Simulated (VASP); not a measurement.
B:

```xyz
2
Lattice="2.7708 0.0000 0.0000 -1.3854 2.3996 0.0000 0.0000 0.0000 4.8840" Properties=species:S:1:pos:R:3 pbc="T T T"
B     0.0000    0.0000    0.8255
B     0.0000    0.0000    4.0585
```

| Quantity | Value |
| --- | --- |
| Program | VASP 6.6.1 |
| Task | relaxation of cell and atoms |
| Functional | PBE |
| Potentials or basis | VASP PAW PBE potentials, release 64 (B) |
| Cutoff | 600 eV |
| k mesh | 6 × 6 × 4 |
| Occupations | gaussian, width 0.1 eV |
| Spin | no spin polarisation |

At the start: pressure -16.5 GPa; volume 16.24 Å³/atom.

Problem. How do energy, volume and symmetry change on relaxing?

Solution. Over 31 steps the energy falls by 2321.9 meV/atom and the volume is 8.78 Å³/atom (-45.9 %); space group P6/mmm (No. 191, to 0.05 Å).

Step by step:
| step | energy change (eV) | largest force (eV/Å) | pressure (GPa) | volume (Å³) |
| --- | --- | --- | --- | --- |
| 1 | 0.0000 | 0.3550 | -16.52 | 32.47 |
| 2 | -1.4024 | 0.8315 | -25.46 | 25.13 |
| 3 | -3.7332 | 0.2941 | -11.62 | 16.35 |
| 4 | 33.4773 | 11.0541 | 2517.26 | 4.68 |
| 5 | -3.7891 | 0.3283 | -7.46 | 15.95 |
| 6 | -3.8694 | 0.7031 | 5.43 | 14.72 |
| 7 | 0.3450 | 5.2607 | 308.87 | 8.96 |
| 8 | -3.8758 | 1.0656 | 8.32 | 14.45 |
| 9 | -3.8170 | 1.1062 | 30.39 | 13.32 |
| 10 | -3.8810 | 1.3088 | 12.02 | 14.16 |
| 11 | -3.8630 | 0.7030 | 19.98 | 13.72 |
| 12 | -4.0701 | 0.9108 | 44.58 | 13.26 |
| 13 | -4.4164 | 0.8804 | 18.83 | 14.40 |
| 14 | -4.6173 | 0.0198 | -3.08 | 17.99 |
| 15 | -4.6216 | 0.0216 | -2.03 | 17.69 |
| 16 | -4.6200 | 0.0201 | 5.25 | 16.10 |
| 17 | -4.6275 | 0.0815 | 0.05 | 17.17 |
| 18 | -4.6292 | 0.0939 | 2.16 | 16.69 |
| 19 | -4.6292 | 0.0972 | 1.41 | 16.85 |
| 20 | -4.6293 | 0.0967 | 1.75 | 16.78 |
| 21 | -4.6304 | 0.0931 | 0.46 | 16.82 |
| 22 | -4.6306 | 0.0897 | -0.29 | 16.84 |
| 23 | -4.6319 | 0.0835 | -0.20 | 16.85 |
| 24 | -4.6354 | 0.0624 | 0.08 | 16.89 |
| 25 | -4.6398 | 0.0173 | 0.72 | 16.96 |
| 26 | -4.6372 | 0.0933 | 2.27 | 17.10 |
| 27 | -4.6406 | 0.0156 | 1.19 | 17.01 |
| 28 | -4.6423 | 0.0079 | -0.97 | 17.34 |
| 29 | -4.6423 | 0.0073 | -1.11 | 17.36 |
| 30 | -4.6432 | 0.0002 | -0.70 | 17.43 |
| 31 | -4.6438 | 0.0128 | 0.09 | 17.57 |

Final structure:
```
CELL_PARAMETERS angstrom
1.70439 0.00000 0.00000
-0.85220 1.47605 0.00000
0.00000 0.00000 6.98364
ATOMIC_POSITIONS crystal
B 0.00000 0.00000 0.22599
B 0.00000 0.00000 0.77401
```

Caveat: the k points lie up to 0.71 Å⁻¹ apart in the final cell; the volume moved by over 15 % at a fixed basis, so the end points are rough; this functional lacks dispersion, which binds the layers, so the pressure and a relaxed spacing across them are unreliable.
